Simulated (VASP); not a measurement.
Runs of VASP 6.6.1 on Al. The structure is that of space group Fm-3m (No. 225), or close to it. The cells are those of the table. 

```tsv
cell	gap on the mesh (eV)	pressure (GPa)
a = 2.825 Å, angles 60.0°, 1 atom	none	3.0
a = 2.938 Å, angles 60.0°, 1 atom	none	(a)
a = 2.901 Å, angles 60.0°, 1 atom	none	(b)
a = 2.785 Å, angles 60.0°, 1 atom	none	7.3
a = 2.864 Å, angles 60.0°, 1 atom	none	-0.4
```

Alike in all rows: task single point; level PBE; potentials or basis VASP PAW PBE potentials, release 64 (Al); no spin polarisation; k mesh 12 × 12 × 12; cutoff (eV) 500; smearing fermi-dirac 0.1 eV.

**Question.** Estimate the missing entries.

**Answer.** (a) -5.4; (b) -3.2.

A gap of «none» marks levels without a gap at the run's occupations.
